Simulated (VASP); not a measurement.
**Mn: single point with BLYP**

Mn:

```
CELL_PARAMETERS angstrom
2.51654 0.00000 0.00000
-1.25827 2.17938 0.00000
0.00000 0.00000 4.05260
ATOMIC_POSITIONS crystal
Mn 0.33333 0.66667 0.25000
Mn 0.66667 0.33333 0.75000
```

```yaml
Program: VASP 6.6.1
Task: single point
Functional: BLYP
Potentials_or_basis: VASP PAW PBE potentials, release 64 (Mn_pv)
Cutoff: 520 eV
k_mesh: 16 × 16 × 9
Occupations: fermi-dirac, width 0.1 eV
Spin: no spin polarisation
```

* Pressure: 0.1 GPa
* Band gap on the k mesh: zero (band 13 reaches 11.30 eV, above the bottom of band 14 at 9.43 eV)

Stress tensor (GPa, compression positive):
```
0.13 0.00 0.00
0.00 0.13 0.00
0.00 0.00 0.02
```

Levels at points of the mesh, in eV from the Fermi level:
| k point | band 10 | band 11 | band 12 | band 13 | band 14 | band 15 | band 16 | band 17 |
| --- | --- | --- | --- | --- | --- | --- | --- | --- |
| (0.00, 0.00, 0.00) | -0.92 | -0.91 | -0.48 | -0.48 | 0.00 | 0.00 | 1.02 | 1.51 |
| (0.50, 0.00, 0.00) | -1.19 | -1.14 | -0.85 | -0.39 | 1.68 | 1.86 | 1.89 | 3.49 |

Wall time 72 s on 1 thread of AMD EPYC 7R13 Processor (Zen 3), with other jobs on the host, peak memory 0.14 GiB.

Caveat: the PAW data sets were made with another functional, which shifts forces and pressure a little; the run has no spin polarisation, though such a crystal can be magnetic. Spin polarisation is off, so any magnetic state and its effect on volume and gap are missing.
